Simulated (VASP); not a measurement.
# Cu (P6/mmm) in VASP: a series of runs

The runs below take Cu through single point, relaxation of cell and atoms, with PBE.

All numbers are computed with VASP 6.6.1; they aren't measurements. Logs are shortened: lines on timing, memory, paths and dates and some standing lists are left out, and cuts for length are marked.

**1. The cell of the first run**

Symmetry: P6/mmm, No. 191, hexagonal system. Conventional cell: a = 4.128 Å, b = 4.128 Å, c = 2.475 Å, α = 90.00°, β = 90.00°, γ = 120.00°. Cu (site symmetry -6m2) has 11 Cu at 2.38 to 2.69 Å within 3.1 Å. Cu (site symmetry 6/mmm) has 14 Cu at 2.48 to 2.69 Å within 3.3 Å.

**2. Single point, PBE**

Input file INCAR:

```
SYSTEM = Cu
PREC     = Accurate       ! precision mode
ENCUT    = 520            ! plane-wave cutoff, eV
EDIFF    = 1E-6           ! SCF threshold, eV
ISMEAR   = 0              ! smearing method
SIGMA    = 0.1            ! smearing width, eV
LREAL    = .FALSE.        ! projectors in reciprocal space
LASPH    = .TRUE.         ! aspherical terms in the spheres
NELM     = 100            ! most SCF steps
ALGO     = Normal         ! electronic algorithm
ISIF     = 2              ! what is computed and relaxed
LWAVE    = .FALSE.        ! write WAVECAR
LCHARG   = .FALSE.        ! write CHGCAR
GGA      = PE             ! functional
NBANDS   = 24             ! bands
```

Input file KPOINTS:

```
regular mesh
0
G
  15 15 18
  0 0 0
```

Input file POSCAR:

```
Cu
1.0
    4.1278841892      0.0000000000      0.0000000000
   -2.0639420946      3.5748525717      0.0000000000
    0.0000000000      0.0000000000      2.4752114607
Cu
3
Direct
    0.3333333333      0.6666666667      0.5000000000
    0.0000000000      0.0000000000      0.0000000000
    0.6666666667      0.3333333333      0.5000000000
```

Potentials or basis: VASP PAW PBE potentials, release 64 (Cu).

Started as:

```console
cat potpaw_PBE.64/Cu/POTCAR > POTCAR
mpirun -np 1 vasp_std > vasp.out
```

OUTCAR:

```text
SYSTEM = Cu
   PREC = Accurate
   ENCUT = 520
   EDIFF = 1E-6
   ISMEAR = 0
   LREAL = .FALSE.
   LASPH = .TRUE.
   NELM = 100
   ISIF = 2
   GGA = PE

 ion  position               nearest neighbor table
   1  0.333  0.667  0.500-   3 2.38   3 2.38   3 2.38   2 2.69   2 2.69   2 2.69   2 2.69   2 2.69
                             2 2.69
   2  0.000  0.000  0.000-   1 2.69   3 2.69   1 2.69   3 2.69   1 2.69   1 2.69   3 2.69   3 2.69
                             3 2.69   3 2.69   1 2.69   1 2.69
   3  0.667  0.333  0.500-   1 2.38   1 2.38   1 2.38   2 2.69   2 2.69   2 2.69   2 2.69   2 2.69
                             2 2.69

  LATTYP: Found a hexagonal cell.
 ALAT       =     4.1278841892
 C/A-ratio  =     0.5996320021

  Lattice vectors:

 A1 = (   4.1278841892,   0.0000000000,   0.0000000000)
 A2 = (  -2.0639420946,   3.5748525717,   0.0000000000)
 A3 = (   0.0000000000,   0.0000000000,   2.4752114607)

Analysis of symmetry for initial positions (statically):
=====================================================================
 Subroutine PRICEL returns:
 Original cell was already a primitive cell.

 Routine SETGRP: Setting up the symmetry group for a
 hexagonal supercell.

 Subroutine GETGRP returns: Found 24 space group operations
 (whereof 24 operations were pure point group operations)
 out of a pool of 24 trial point group operations.

The static configuration has the point symmetry D_6h.

Analysis of symmetry for dynamics (positions and initial velocities):
=====================================================================
 Subroutine PRICEL returns:
 Original cell was already a primitive cell.

 Routine SETGRP: Setting up the symmetry group for a
 hexagonal supercell.

 Subroutine GETGRP returns: Found 24 space group operations
 (whereof 24 operations were pure point group operations)
 out of a pool of 24 trial point group operations.

The dynamic configuration has the point symmetry D_6h.

 Subroutine INISYM returns: Found 24 space group operations
 (whereof 24 operations are pure point group operations),
 and found     1 'primitive' translations

----------------------------------------------------------------------------------------

                                     Primitive cell

  volume of cell :      36.5256

  direct lattice vectors                    reciprocal lattice vectors
     4.127884189  0.000000000  0.000000000     0.242254858  0.139865908  0.000000000
    -2.063942095  3.574852572  0.000000000     0.000000000  0.279731815  0.000000000
     0.000000000  0.000000000  2.475211461     0.000000000  0.000000000  0.404005886

[... 86 lines left out ...]
   LREAL  =      F    real-space projection
   EDIFFG = 0.1E-04   stopping-criterion for IOM
   NSW    =      0    number of steps for IOM
   IBRION =     -1    ionic relax: 0-MD 1-quasi-New 2-CG
   NFREE  =      0    steps in history (QN), initial steepest desc. (CG)
   ISIF   =      2    stress and relaxation
   ISYM   =      2    0-nonsym 1-usesym 2-fastsym
   POTIM  = 0.5000    time-step for ionic-motion
   TEBEG  =    0.0;   TEEND  =   0.0 temperature during run
   PSTRESS=    0.0 pullay stress
   NELECT =      33.0000    total number of electrons
   NUPDOWN=      -1.0000    fix difference up-down
   EMIN   =  10.00;   EMAX   =-10.00  energy-range for DOS
   EFERMI =   0.00;   METHOD = LEGACY
   ISMEAR =     0;   SIGMA  =   0.10  broadening in eV -4-tet -1-fermi 0-gaus
   EFERMI_NEDOS =   21; number of points for ismear=-14 and -15
   IALGO  =     38    algorithm
   IMIX   =      4    mixing-type and parameters
     AMIX     =   0.40;   BMIX     =  1.00
     AMIX_MAG =   1.60;   BMIX_MAG =  1.00
  volume/ion in A,a.u.               =      12.18        82.16
  Fermi-wavevector in a.u.,A,eV,Ry     =   1.582633  2.990742 34.078874  2.504727
  Thomas-Fermi vector in A             =   2.682526
   LORBIT       =      0    0 simple, 1 ext, 2 COOP (PROOUT), +10 PAW based schemes
   GGA     = PE    functional components
   LHFCALC =     F    Hartree Fock is set to
   AEXX    =    0.0000 exact exchange contribution
   IVDW    =     0    specifies the selected vdW correction
   LEPSILON=     F    determine dielectric tensor
   LRPA    =     F    only Hartree local field effects (RPA)
 non-spin polarized calculation
 Gauss-broadening in eV      SIGMA  =   0.10
  energy-cutoff  :      520.00
  volume of cell :       36.53
 maximum number of plane-waves:      1011
 NGX is ok and might be reduce to    32
   NGX = 15   NGY = 15   NGZ =  9

 number of electron      32.9999974 magnetization

 Free energy of the ion-electron system (eV)
  ---------------------------------------------------
  ext. energy  EPLUGINS =         0.00000000
  ---------------------------------------------------
  free energy    TOTEN  =       -10.95739130 eV

  energy without entropy =      -10.95309029  energy(sigma->0) =      -10.95524080

 E-fermi :   7.2496     XC(G=0): -12.5426

 val. band max:        7.2444622089   @ k =   0.2000   0.1333   0.0556
 cond. band min:       7.2585319257   @ k =   0.2667   0.2667   0.4444
 fundamental gap:      0.0140697168
 Fermi energy:         7.2495562788

 k-point     1 :       0.0000    0.0000    0.0000
  band No.  band energies     occupation
      1      -1.8995      2.00000
      2       2.8113      2.00000
      3       3.6865      2.00000
      4       3.6865      2.00000
      5       3.7241      2.00000
      6       3.7430      2.00000
[... 637 lines left out ...]
     23      24.1707      0.00000
     24      24.5641      0.00000

 [... further k-points ...]

------------------------ aborting loop because EDIFF is reached ----------------------------------------

  FORCE on cell =-STRESS in cart. coord.  units (eV):
  Direction    XX          YY          ZZ          XY          YZ          ZX
  --------------------------------------------------------------------------------------
  -------------------------------------------------------------------------------------
  Total        0.1643684      0.1643684      0.1471833      0.0000000     -0.0000000      0.0000000
  in kB        7.2099285      7.2099285      6.4561155      0.0000000     -0.0000000      0.0000000
  external PRESSURE =       6.9586575 kB  Pullay stress =       0.0000000 kB

 VOLUME and BASIS-vectors are now :
 -----------------------------------------------------------------------------
  energy-cutoff  :      520.00
  volume of cell :       36.53
      direct lattice vectors                 reciprocal lattice vectors
     4.127884189  0.000000000  0.000000000     0.242254858  0.139865908  0.000000000
    -2.063942095  3.574852572  0.000000000     0.000000000  0.279731815  0.000000000
     0.000000000  0.000000000  2.475211461     0.000000000  0.000000000  0.404005886

 POSITION                                       TOTAL-FORCE (eV/Angst)
 -----------------------------------------------------------------------------------
     -0.00000      2.38324      1.23761        -0.000000      0.000000     -0.000000
      0.00000      0.00000      0.00000         0.000000      0.000000      0.000000
      2.06394      1.19162      1.23761         0.000000      0.000000      0.000000
 -----------------------------------------------------------------------------------
    total drift:                               -0.000000      0.000000      0.000000

  FREE ENERGIE OF THE ION-ELECTRON SYSTEM (eV)
  ---------------------------------------------------
  free  energy   TOTEN  =       -10.9573913040 eV

  energy  without entropy=      -10.9530902921  energy(sigma->0) =      -10.95524080
```

OSZICAR:

```text
N       E                     dE             d eps       ncg     rms          rms(c)
DAV:   1     0.220611102083E+03    0.22061E+03   -0.14783E+04 13976   0.240E+03
DAV:   2     0.184993771270E+01   -0.21876E+03   -0.20690E+03 12960   0.344E+02
DAV:   3    -0.133463528803E+02   -0.15196E+02   -0.14007E+02 15392   0.131E+02
DAV:   4    -0.135737671438E+02   -0.22741E+00   -0.22728E+00 15240   0.198E+01
DAV:   5    -0.135768241438E+02   -0.30570E-02   -0.30569E-02 18064   0.204E+00    0.131E+01
DAV:   6    -0.120610551552E+02    0.15158E+01   -0.19891E+01 14000   0.109E+02    0.688E+00
DAV:   7    -0.109827739903E+02    0.10783E+01   -0.40278E+00 15472   0.521E+01    0.956E-01
DAV:   8    -0.109785724879E+02    0.42015E-02   -0.17474E-01 17808   0.162E+01    0.923E-01
DAV:   9    -0.109620970052E+02    0.16475E-01   -0.28687E-02 19080   0.784E+00    0.533E-01
DAV:  10    -0.109574026316E+02    0.46944E-02   -0.10940E-02 17016   0.216E+00    0.648E-02
DAV:  11    -0.109573968967E+02    0.57349E-05   -0.53855E-04 19168   0.376E-01    0.281E-02
DAV:  12    -0.109573916755E+02    0.52212E-05   -0.78616E-05 17000   0.179E-01    0.992E-03
DAV:  13    -0.109573913040E+02    0.37156E-06   -0.70692E-06 14752   0.524E-02
   1 F= -.10957391E+02 E0= -.10955241E+02  d E =-.430101E-02
```

It took 83 s on 1 thread of AMD EPYC 9R45 (Zen 5), shared host; peak memory 0.26 GiB.

What came out:

```yaml
Free_energy: -10.9574 eV
Pressure: 0.7 GPa
```

Stress tensor (GPa, compression positive):
```
0.72 0.00 0.00
0.00 0.72 0.00
0.00 0.00 0.65
```

Levels at points of the mesh, in eV from the Fermi level:
```csv
k point,band 13,band 14,band 15,band 16,band 17,band 18,band 19,band 20
"(0.00, 0.00, 0.00)",-2.32,-2.32,-1.58,-1.58,4.45,4.45,4.46,4.46
"(0.00, 0.00, 0.50)",-1.71,-1.71,-1.29,-0.32,0.29,8.12,8.47,8.47
```

**3. Relaxation of cell and atoms, PBE**

This run uses another cell than the first one, of 12.21 Å³/atom, 1.003 times its volume.

Input file INCAR:

```
ALGO = Normal
EDIFF = 1E-7
EDIFFG = -0.01
ENCUT = 600
GGA = PE
IBRION = 2
ISIF = 3
ISMEAR = 0
LASPH = T
LCHARG = F
LREAL = F
LWAVE = F
NELM = 100
NSW = 100
PREC = Accurate
SIGMA = 0.1
```

Input file KPOINTS:

```
k-points
0
Gamma
  15 15 18
```

Input file POSCAR:

```
Cu
1.0
    4.1531333750      0.0000000000      0.0000000000
   -2.0765666875      3.5967190080      0.0000000000
    0.0000000000      0.0000000000      2.4515670442
Cu
3
Direct
    0.3333333333      0.6666666667      0.5000000000
    0.0000000000      0.0000000000      0.0000000000
    0.6666666667      0.3333333333      0.5000000000
```

Potentials or basis: VASP PAW PBE potentials, release 64 (Cu).

Started as:

```console
cat potpaw_PBE.64/Cu/POTCAR > POTCAR
mpirun -np 1 vasp_std > vasp.out
```

Run time: 9.1 min. Hardware: 1 thread of AMD EPYC 9R45 (Zen 5), shared host; peak memory 0.29 GiB.

It converged, with:

```yaml
Free_energy: -10.9580 eV
Relaxed_volume: 12.23 Å³/atom
Relaxed_cell: a = 4.134 Å, b = 4.134 Å, c = 2.479 Å, α = 90.00°, β = 90.00°, γ = 120.00°
Space_group_after_relaxing_to_0.05_Å: P6/mmm (No. 191)
Energy_gained_by_relaxing: 1.4 meV/atom
Ionic_steps: 6
Pressure_after_relaxing: 0.0 GPa
```

The path:
| step | energy change (eV) | largest force (eV/Å) | pressure (GPa) | volume (Å³) |
| --- | --- | --- | --- | --- |
| 1 | 0.0000 | 0.0000 | 0.30 | 36.62 |
| 2 | -0.0041 | 0.0000 | -0.25 | 36.74 |
| 3 | -0.0042 | 0.0000 | -0.22 | 36.75 |
| 4 | -0.0042 | 0.0000 | -0.27 | 36.76 |
| 5 | -0.0042 | 0.0000 | 0.16 | 36.65 |
| 6 | -0.0043 | 0.0000 | 0.00 | 36.69 |

Final structure:
```cif
data_structure
_symmetry_space_group_name_H-M 'P 1'
_symmetry_Int_Tables_number 1
_cell_length_a 4.1341
_cell_length_b 4.1341
_cell_length_c 2.4787
_cell_angle_alpha 90.000
_cell_angle_beta 90.000
_cell_angle_gamma 120.000
_cell_volume 36.69
loop_
_atom_site_label
_atom_site_type_symbol
_atom_site_fract_x
_atom_site_fract_y
_atom_site_fract_z
_atom_site_occupancy
Cu1 Cu 0.33333 0.66667 0.50000 1
Cu2 Cu 0.00000 0.00000 0.00000 1
Cu3 Cu 0.66667 0.33333 0.50000 1
```

Levels at points of the mesh, in eV from the Fermi level:
```tsv
k point	band 13	band 14	band 15	band 16	band 17	band 18	band 19	band 20
(0.00, 0.00, 0.00)	-2.31	-2.31	-1.57	-1.57	4.43	4.43	4.45	4.45
(0.00, 0.00, 0.50)	-1.71	-1.71	-1.29	-0.31	0.29	8.10	8.44	8.44
```

**4. Single point, PBE**

This run uses another cell than the first one, of 12.21 Å³/atom, 1.003 times its volume.

Input file INCAR:

```
PREC = Accurate
ENCUT = 520
EDIFF = 1E-7
ISMEAR = 0
SIGMA = 0.1
LREAL = False
LASPH = True
NELM = 100
ALGO = Normal
ISIF = 2
LWAVE = False
LCHARG = True
GGA = PE
LELF = True
LVHAR = True
NBANDS = 24
```

Input file KPOINTS:

```
regular mesh
0
Gamma
  6 6 6
```

POSCAR is that of step 3.

Started as:

```console
cat potpaw_PBE.64/Cu/POTCAR > POTCAR
mpirun -np 1 vasp_std > vasp.out
```

It took 20 s on 1 thread of AMD EPYC 9R45 (Zen 5), shared host; peak memory 0.12 GiB.

Results (log left out):

- Free energy: -10.8870 eV
- Pressure: 0.5 GPa

Stress tensor (GPa, compression positive):
```
0.55 0.00 0.00
0.00 0.55 0.00
0.00 0.00 0.26
```

Levels at points of the mesh, in eV from the Fermi level:
```tsv
k point	band 12	band 13	band 14	band 15	band 16	band 17	band 18	band 19	band 20	band 21
(0.00, 0.00, 0.00)	-2.43	-2.35	-2.35	-1.66	-1.66	4.26	4.26	4.27	4.27	5.71
(0.50, 0.00, 0.00)	-1.99	-1.87	-1.87	-1.82	-1.76	-1.62	-0.79	3.81	13.11	13.12
(0.00, 0.00, 0.50)	-1.93	-1.80	-1.80	-1.38	-0.31	0.31	7.94	8.41	8.41	9.64
(0.50, 0.00, 0.50)	-2.01	-1.91	-1.64	-1.52	0.61	0.69	3.37	3.61	6.70	7.43
```

Caveat: the k points lie up to 0.43 Å⁻¹ apart.

**5. The runs side by side**

```tsv
task	cell	k mesh	cutoff (eV)	gap on the mesh (eV)	pressure (GPa)
single point	a = 4.128, b = 4.128, c = 2.475 Å, angles 90.0, 90.0, 120.0°, 3 atoms	15 × 15 × 18	520	none	0.7
relaxation of cell and atoms	relaxed from a = 4.153, b = 4.153, c = 2.452 Å, angles 90.0, 90.0, 120.0°, 3 atoms	15 × 15 × 18	600	none	0.0
single point	a = 4.153, b = 4.153, c = 2.452 Å, angles 90.0, 90.0, 120.0°, 3 atoms	6 × 6 × 6	520	none	0.5
```

Alike in all rows: level PBE; potentials or basis VASP PAW PBE potentials, release 64 (Cu); no spin polarisation; smearing gaussian 0.1 eV.

Caveats: some runs use coarse meshes.

Absolute energies hang on the potentials; compare differences alone.
